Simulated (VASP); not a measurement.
# TaF3 (R-3m) in VASP: further runs

The runs below take TaF3 through single point, with PBEsol.

All numbers are computed with VASP 6.6.1; they aren't measurements. Logs are shortened: lines on timing, memory, paths and dates and some standing lists are left out, and cuts for length are marked.

### Step 1. The cell of the first run

It takes space group R-3m (No. 166, trigonal). Conventional cell: a = 6.951 Å, b = 6.951 Å, c = 4.257 Å, α = 90.00°, β = 90.00°, γ = 120.00°. Ta (site symmetry -3m) has 6 F at 2.13 Å within 2.8 Å. F (site symmetry 2/m) has 2 Ta at 2.13 Å and 4 F at 2.46 Å within 2.8 Å.

### Step 2. Single point, PBEsol

Input file INCAR:

```
ALGO = Normal
EDIFF = 1E-6
ENCUT = 520
GGA = PS
ISIF = 2
ISMEAR = 0
LASPH = T
LCHARG = F
LREAL = F
LWAVE = F
NBANDS = 24
NELM = 100
PREC = Accurate
SIGMA = 0.15
```

Input file KPOINTS:

```
k-points
0
Gamma
  14 14 14
```

Input file POSCAR:

```
TaF3
1.0
    4.0960033332     -0.8192006666     -0.8192006666
   -0.8192006666      4.0960033332     -0.8192006666
   -0.8192006666     -0.8192006666      4.0960033332
Ta F
1 3
Direct
    0.0000000000      0.0000000000      0.0000000000
    0.5000000000      0.0000000000      0.0000000000
    0.0000000000      0.5000000000      0.0000000000
    0.0000000000      0.0000000000      0.5000000000
```

Potentials or basis: VASP PAW PBE potentials, release 64 (Ta_pv, F).

The run is started by

```sh
$ cat potpaw_PBE.64/Ta_pv/POTCAR potpaw_PBE.64/F/POTCAR > POTCAR
$ mpirun -np 1 vasp_std > vasp.out
```

OUTCAR:

```text
EDIFF = 1E-6
   ENCUT = 520
   GGA = PS
   ISIF = 2
   ISMEAR = 0
   LASPH = T
   LREAL = F
   NELM = 100
   PREC = Accurate

 ion  position               nearest neighbor table
   1  0.000  0.000  0.000-   2 2.13   3 2.13   4 2.13   4 2.13   3 2.13   2 2.13
   2  0.500  0.000  0.000-   1 2.13   1 2.13
   3  0.000  0.500  0.000-   1 2.13   1 2.13
   4  0.000  0.000  0.500-   1 2.13   1 2.13

  LATTYP: Found a body centered cubic cell.
 ALAT       =     4.9152039998

  Lattice vectors:

 A1 = (   4.0960033332,  -0.8192006666,  -0.8192006666)
 A2 = (  -0.8192006666,   4.0960033332,  -0.8192006666)
 A3 = (  -0.8192006666,  -0.8192006666,   4.0960033332)

Analysis of symmetry for initial positions (statically):
=====================================================================
 Subroutine PRICEL returns:
 Original cell was already a primitive cell.

 Routine SETGRP: Setting up the symmetry group for a
 body centered cubic supercell.

 Subroutine GETGRP returns: Found 12 space group operations
 (whereof 12 operations were pure point group operations)
 out of a pool of 48 trial point group operations.

The static configuration has the point symmetry D_3d.

Analysis of symmetry for dynamics (positions and initial velocities):
=====================================================================
 Subroutine PRICEL returns:
 Original cell was already a primitive cell.

 Routine SETGRP: Setting up the symmetry group for a
 body centered cubic supercell.

 Subroutine GETGRP returns: Found 12 space group operations
 (whereof 12 operations were pure point group operations)
 out of a pool of 48 trial point group operations.

The dynamic configuration has the point symmetry D_3d.

 Subroutine INISYM returns: Found 12 space group operations
 (whereof 12 operations are pure point group operations),
 and found     1 'primitive' translations

----------------------------------------------------------------------------------------

                                     Primitive cell

  volume of cell :      59.3738

  direct lattice vectors                    reciprocal lattice vectors
     4.096003333 -0.819200667 -0.819200667     0.271267140  0.067816785  0.067816785
    -0.819200667  4.096003333 -0.819200667     0.067816785  0.271267140  0.067816785
[... 87 lines left out ...]
   ENCUT  =  520.0 eV  38.22 Ry    6.18 a.u.   7.91  7.91  7.91*2*pi/ulx,y,z
   NELM   =    100;   NELMIN=  2; NELMDL= -5     # of ELM steps
   EDIFF  = 0.1E-05   stopping-criterion for ELM
   LREAL  =      F    real-space projection
   EDIFFG = 0.1E-04   stopping-criterion for IOM
   NSW    =      0    number of steps for IOM
   IBRION =     -1    ionic relax: 0-MD 1-quasi-New 2-CG
   NFREE  =      0    steps in history (QN), initial steepest desc. (CG)
   ISIF   =      2    stress and relaxation
   ISYM   =      2    0-nonsym 1-usesym 2-fastsym
   POTIM  = 0.5000    time-step for ionic-motion
   TEBEG  =    0.0;   TEEND  =   0.0 temperature during run
   PSTRESS=    0.0 pullay stress
   NELECT =      32.0000    total number of electrons
   NUPDOWN=      -1.0000    fix difference up-down
   EMIN   =  10.00;   EMAX   =-10.00  energy-range for DOS
   EFERMI =   0.00;   METHOD = LEGACY
   ISMEAR =     0;   SIGMA  =   0.15  broadening in eV -4-tet -1-fermi 0-gaus
   EFERMI_NEDOS =   21; number of points for ismear=-14 and -15
   IALGO  =     38    algorithm
   IMIX   =      4    mixing-type and parameters
     AMIX     =   0.40;   BMIX     =  1.00
     AMIX_MAG =   1.60;   BMIX_MAG =  1.00
  volume/ion in A,a.u.               =      14.84       100.17
  Fermi-wavevector in a.u.,A,eV,Ry     =   1.332273  2.517631 24.149685  1.774952
  Thomas-Fermi vector in A             =   2.461221
   LORBIT       =      0    0 simple, 1 ext, 2 COOP (PROOUT), +10 PAW based schemes
   GGA     = PS    functional components
   LHFCALC =     F    Hartree Fock is set to
   AEXX    =    0.0000 exact exchange contribution
   IVDW    =     0    specifies the selected vdW correction
   LEPSILON=     F    determine dielectric tensor
   LRPA    =     F    only Hartree local field effects (RPA)
 non-spin polarized calculation
 Gauss-broadening in eV      SIGMA  =   0.15
  energy-cutoff  :      520.00
  volume of cell :       59.37
 maximum number of plane-waves:      1638
   NGX = 15   NGY = 15   NGZ = 15

 number of electron      32.0000032 magnetization

 Free energy of the ion-electron system (eV)
  ---------------------------------------------------
  ext. energy  EPLUGINS =         0.00000000
  ---------------------------------------------------
  free energy    TOTEN  =       -27.35507319 eV

  energy without entropy =      -27.32163153  energy(sigma->0) =      -27.33835236

 E-fermi :   2.7102     XC(G=0):  -9.8234

 val. band max:        2.7101734449   @ k =   0.2857  -0.0714  -0.1429
 cond. band min:       2.7105937566   @ k =  -0.3571  -0.0714  -0.2857
 fundamental gap:      0.0004203116
 Fermi energy:         2.7102416248

 k-point     1 :       0.0000    0.0000    0.0000
  band No.  band energies     occupation
      1     -34.4689      2.00000
      2     -34.4689      2.00000
      3     -33.9340      2.00000
      4     -23.3435      2.00000
      5     -22.4456      2.00000
      6     -22.4456      2.00000
[... 637 lines left out ...]
     23      11.5265      0.00000
     24      13.0290      0.00000

 [... further k-points ...]

------------------------ aborting loop because EDIFF is reached ----------------------------------------

  FORCE on cell =-STRESS in cart. coord.  units (eV):
  Direction    XX          YY          ZZ          XY          YZ          ZX
  --------------------------------------------------------------------------------------
  -------------------------------------------------------------------------------------
  Total       -5.2803304     -5.2803304     -5.2803304      1.7327912      1.7327912      1.7327912
  in kB     -142.4875883   -142.4875883   -142.4875883     46.7586710     46.7586710     46.7586710
  external PRESSURE =    -142.4875883 kB  Pullay stress =       0.0000000 kB

 VOLUME and BASIS-vectors are now :
 -----------------------------------------------------------------------------
  energy-cutoff  :      520.00
  volume of cell :       59.37
      direct lattice vectors                 reciprocal lattice vectors
     4.096003333 -0.819200667 -0.819200667     0.271267140  0.067816785  0.067816785
    -0.819200667  4.096003333 -0.819200667     0.067816785  0.271267140  0.067816785
    -0.819200667 -0.819200667  4.096003333     0.067816785  0.067816785  0.271267140

 POSITION                                       TOTAL-FORCE (eV/Angst)
 -----------------------------------------------------------------------------------
      0.00000      0.00000      0.00000         0.000000     -0.000000      0.000000
      2.04800     -0.40960     -0.40960         0.000000      0.000000      0.000000
     -0.40960      2.04800     -0.40960        -0.000000      0.000000     -0.000000
     -0.40960     -0.40960      2.04800         0.000000     -0.000000     -0.000000
 -----------------------------------------------------------------------------------
    total drift:                                0.000000      0.000000     -0.000000

  FREE ENERGIE OF THE ION-ELECTRON SYSTEM (eV)
  ---------------------------------------------------
  free  energy   TOTEN  =       -27.3550731905 eV

  energy  without entropy=      -27.3216315295  energy(sigma->0) =      -27.33835236
```

stdout:

```text
POSCAR found type information on POSCAR TaF
 POSCAR found :  2 types and       4 ions
 scaLAPACK will be used
 -----------------------------------------------------------------------------
|                                                                             |
|                                                                             |
|     You enforced a specific xc type in the INCAR file but a different       |
|     I HOPE YOU KNOW WHAT YOU ARE DOING!                                     |
|                                                                             |
 -----------------------------------------------------------------------------

 LDA part: xc-table for (Slater+PW92), standard interpolation
 POSCAR, INCAR and KPOINTS ok, starting setup
 FFT: planning ... GRIDC
 FFT: planning ... GRID_SOFT
 FFT: planning ... GRID
 WAVECAR not read
 entering main loop
```

Run time: 3.1 min. Hardware: 1 thread of Intel Xeon Platinum 8488C (Sapphire Rapids), shared host; peak memory 0.44 GiB.

What came out:

```yaml
Free_energy: -27.3551 eV
Pressure: -14.2 GPa
Band_gap_on_the_k_mesh: zero (bands 16 and 17 overlap by 1.81 eV)
```

Caveat: the cell stands under tension; the PAW data sets were made with another functional, which shifts forces and pressure a little; spin-orbit coupling is left out, which moves the levels of the heavy elements.

### Step 3. Single point, PBEsol

This run uses another cell than the first one, of the same volume but with other edges.

Input file INCAR:

```
SYSTEM = TaF3
PREC     = Accurate       ! precision mode
ENCUT    = 520            ! plane-wave cutoff, eV
EDIFF    = 1E-6           ! SCF threshold, eV
ISMEAR   = 0              ! smearing method
SIGMA    = 0.15           ! smearing width, eV
LREAL    = .FALSE.        ! projectors in reciprocal space
LASPH    = .TRUE.         ! aspherical terms in the spheres
NELM     = 60             ! most SCF steps
ALGO     = Normal         ! electronic algorithm
ISIF     = 2              ! what is computed and relaxed
LWAVE    = .FALSE.        ! write WAVECAR
LCHARG   = .TRUE.         ! write CHGCAR
GGA      = PS             ! functional
LELF     = .TRUE.         ! ELF
LVHAR    = .TRUE.       
NBANDS   = 24             ! bands
```

Input file KPOINTS:

```
Automatic mesh
0
G
  14 14 14
  0 0 0
```

Input file POSCAR:

```
TaF3
1.0
    4.1285126560      1.0321281640      1.0321281640
    1.0321281640      4.1285126560      1.0321281640
    1.0321281640      1.0321281640      4.1285126560
Ta F
1 3
Direct
    0.0000000000      0.0000000000      0.0000000000
    0.5000000000      0.0000000000      0.0000000000
    0.0000000000      0.5000000000      0.0000000000
    0.0000000000      0.0000000000      0.5000000000
```

Potentials or basis: VASP PAW PBE potentials, release 64 (Ta_pv, F).

The run is started by

```sh
$ cat potpaw_PBE.64/Ta_pv/POTCAR potpaw_PBE.64/F/POTCAR > POTCAR
$ mpirun -np 1 vasp_std > vasp.out
```

Wall time 4.2 min (1 thread of Intel Xeon Platinum 8488C (Sapphire Rapids), shared host); peak memory 0.46 GiB.

It converged, with:

| Property | Result |
| --- | --- |
| Free energy | -24.6459 eV |
| Pressure | -10.9 GPa |
| Band gap on the k mesh | zero (bands 16 and 17 overlap by 0.84 eV) |

Stress tensor (GPa, compression positive):
```
-10.95 -24.53 -24.53
-24.53 -10.95 -24.53
-24.53 -24.53 -10.95
```

Levels at points of the mesh, in eV from the Fermi level:
| k point | band 12 | band 13 | band 14 | band 15 | band 16 | band 17 | band 18 | band 19 | band 20 | band 21 |
| --- | --- | --- | --- | --- | --- | --- | --- | --- | --- | --- |
| (0.00, 0.00, 0.00) | -5.36 | -2.81 | -2.28 | -2.28 | -2.06 | -0.40 | -0.40 | 1.27 | 1.27 | 2.81 |
| (0.50, 0.00, 0.00) | -5.10 | -4.88 | -4.31 | -2.39 | -1.05 | 0.71 | 0.74 | 1.55 | 2.22 | 3.56 |
| (0.50, 0.50, 0.50) | -6.30 | -2.79 | -2.27 | -2.27 | -0.09 | 0.72 | 0.72 | 4.43 | 4.43 | 6.37 |
| (0.50, 0.50, 0.00) | -4.84 | -4.72 | -4.49 | -2.39 | 0.31 | 0.64 | 0.91 | 1.99 | 3.85 | 4.38 |

Caveat: the cell stands under tension; the PAW data sets were made with another functional, which shifts forces and pressure a little; spin-orbit coupling is left out, which moves the levels of the heavy elements.

### Step 4. Single point, PBEsol

This run uses another cell than the first one, of the same volume but with other edges.

Input file INCAR:

```
SYSTEM = TaF3
PREC = Accurate
ENCUT = 520
EDIFF = 1E-6
ISMEAR = 0
SIGMA = 0.15
LREAL = .FALSE.
LASPH = .TRUE.
NELM = 60
ALGO = Normal
ISIF = 2
LWAVE = .FALSE.
LCHARG = .TRUE.
GGA = PS
LELF = .TRUE.
LVHAR = .TRUE.
NBANDS = 24
```

KPOINTS is that of step 3.

Input file POSCAR:

```
TaF3
1.0
    3.9502701961     -0.4227226409     -0.4227226409
   -0.4227226409      3.9502701961     -0.4227226409
   -0.4227226409     -0.4227226409      3.9502701961
Ta F
1 3
Direct
    0.0000000000      0.0000000000      0.0000000000
    0.5000000000      0.0000000000      0.0000000000
    0.0000000000      0.5000000000      0.0000000000
    0.0000000000      0.0000000000      0.5000000000
```

The run is started by

```sh
$ cat potpaw_PBE.64/Ta_pv/POTCAR potpaw_PBE.64/F/POTCAR > POTCAR
$ mpirun -np 1 vasp_std > vasp.out
```

It took 4.8 min on 1 thread of Intel Xeon Platinum 8488C (Sapphire Rapids), shared host; peak memory 0.43 GiB.

It converged, with:

```
Free energy            : -27.8701 eV
Pressure               : 7.4 GPa
Band gap on the k mesh : zero (bands 16 and 17 overlap by 2.33 eV)
```

Stress tensor (GPa, compression positive):
```
 7.35 -0.98 -0.98
-0.98  7.35 -0.98
-0.98 -0.98  7.35
```

Levels at points of the mesh, in eV from the Fermi level:
```
           k point  band 12  band 13  band 14  band 15  band 16  band 17  band 18  band 19  band 20  band 21
(0.00, 0.00, 0.00)    -8.47    -7.71    -7.32    -7.32    -1.58    -1.10    -1.10     1.31     2.23     2.23
(0.50, 0.00, 0.00)    -8.80    -8.55    -8.11    -7.47    -0.96     0.38     0.55     2.40     2.90     2.95
(0.50, 0.50, 0.00)    -8.54    -8.48    -8.42    -7.22     0.09     0.83     1.35     3.01     5.09     5.89
(0.50, 0.50, 0.50)    -9.37    -7.25    -7.25    -7.18     1.22     1.76     1.76     3.95     6.70     6.70
```

Caveat: the cell stands under pressure; the PAW data sets were made with another functional, which shifts forces and pressure a little; spin-orbit coupling is left out, which moves the levels of the heavy elements.

(Part 1 of 2 ends here.)
